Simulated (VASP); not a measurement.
The system is Ir.

```
Ir
1.0
     2.71486    0.00000    0.00000
    -1.35743    2.35114    0.00000
     0.00000    0.00000    4.43337
Ir
2
Direct
  0.33333 0.66667 0.25000
  0.66667 0.33333 0.75000
```

```yaml
Program: VASP 6.6.1
Task: relaxation of cell and atoms
Functional: RPBE
Potentials_or_basis: VASP PAW PBE potentials, release 64 (Ir)
Cutoff: 600 eV
k_mesh: 13 × 13 × 7
Occupations: fermi-dirac, width 0.1 eV
Spin: no spin polarisation
```

At the start: pressure 16.0 GPa; volume 14.15 Å³/atom.

Problem. How do energy, volume and symmetry change on relaxing?

Solution. Over 9 steps the energy falls by 30.4 meV/atom and the volume is 14.78 Å³/atom (+4.5 %); space group P6_3/mmc (No. 194, to 0.05 Å).

The path:
```tsv
step	energy change (eV)	largest force (eV/Å)	pressure (GPa)	volume (Å³)
1	0.0000	0.0000	15.97	28.30
2	0.5428	0.0000	-33.37	34.47
3	-0.0600	0.0000	-1.02	29.65
4	-0.0603	0.0000	-0.13	29.57
5	-0.0603	0.0000	0.13	29.55
6	-0.0607	0.0000	0.22	29.54
7	-0.0607	0.0000	0.21	29.54
8	-0.0606	0.0000	-0.54	29.61
9	-0.0607	0.0000	0.02	29.56
```

Final structure:
```yaml
crystal:
  lattice:
    - [2.76096, 0.00000, 0.00000]
    - [-1.38048, 2.39106, 0.00000]
    - [0.00000, 0.00000, 4.47749]
  atoms:
    - { symbol: Ir, position: [0.33333, 0.66667, 0.25000] }
    - { symbol: Ir, position: [0.66667, 0.33333, 0.75000] }
```

Caveat: the PAW data sets were made with another functional, which shifts forces and pressure a little.
